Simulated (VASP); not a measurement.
A run of VASP 6.6.1 is set up as follows.

Contents of INCAR:

```
SYSTEM = MgO
ALGO     = Normal         ! electronic algorithm
EDIFF    = 1E-6           ! SCF threshold, eV
ENCUT    = 520            ! plane-wave cutoff, eV
GGA      = PS             ! functional
ISIF     = 2              ! what is computed and relaxed
ISMEAR   = 0              ! smearing method
LASPH    = .TRUE.         ! aspherical terms in the spheres
LCHARG   = .FALSE.        ! write CHGCAR
LREAL    = .FALSE.        ! projectors in reciprocal space
LWAVE    = .FALSE.        ! write WAVECAR
NBANDS   = 11             ! bands
NELM     = 60             ! most SCF steps
PREC     = Accurate       ! precision mode
SIGMA    = 0.05           ! smearing width, eV
```

Contents of KPOINTS:

```
k-points
0
G
  10 10 10
  0 0 0
```

POSCAR

```
MgO
1.0
    0.0000000000      2.1351500000      2.1351500000
    2.1351500000      0.0000000000      2.1351500000
    2.1351500000      2.1351500000      0.0000000000
Mg O
1 1
Direct
    0.0000000000      0.0000000000      0.0000000000
    0.4912184156      0.4912184156      0.5087815844
```

Potentials or basis: VASP PAW PBE potentials, release 64 (Mg, O).

Command:

```sh
$ cat potpaw_PBE.64/Mg/POTCAR potpaw_PBE.64/O/POTCAR > POTCAR
$ mpirun -np 1 vasp_std > vasp.out
```

Q: Predict the pressure.

A: -6.2 GPa.

Q: Estimate the band gap on the k mesh.

A: 4.25 eV, direct.

Forces in eV/Å, atoms in the order of the input:
```
Mg   0.000  0.000 -0.167
O    0.000  0.000  0.167
```

Caveat: the cell differs from its parent crystal (all O atoms moved +0.037 Å, as atom 2 towards its neighbour atom 1 (Mg) at 2.135 Å); the PAW data sets were made with another functional, which shifts forces and pressure a little.
